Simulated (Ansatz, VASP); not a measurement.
**Two plane-wave programs on Al2SiO**

```
Al Si O
1.0
     3.30962    0.00000    0.00000
     0.00000    3.30962    0.00000
     0.00000    0.00000    4.83086
Al Si O
2 1 1
Direct
  0.50000 0.50000 0.68650
  0.50000 0.50000 0.31350
  0.50000 0.50000 0.00000
  0.00000 0.00000 0.50000
```

Alike in both runs: task relaxation of cell and atoms; functional PBE; k mesh 6 × 6 × 4; occupations gaussian, width 0.1 eV; no spin polarisation.

|  | VASP | Ansatz |
| --- | --- | --- |
| version | VASP 6.6.1 | Ansatz 0.2.0 |
| potentials or method | VASP PAW PBE potentials, release 64 (Al, Si, O), cutoff 600 eV | scalar-relativistic, plane waves, PAW |
| valence electrons in the cell | 16 | 16 |

Ansatz gave:

* gap on the k mesh at the Fermi level, each at its own relaxed structure (eV): none
* relaxed volume (Å³/atom): 14.54
* relaxed cell length with the largest relative difference (Å): 8.265

Task: What did VASP give for the same quantities?

Result: gap on the k mesh at the Fermi level, each at its own relaxed structure (eV): none; relaxed volume (Å³/atom): 13.75; relaxed cell length with the largest relative difference (Å): 7.829.

A gap of «none» marks a metal or a gap that the smearing closes. One of these differences is far larger than is usual between the two programs; its cause wasn't traced.
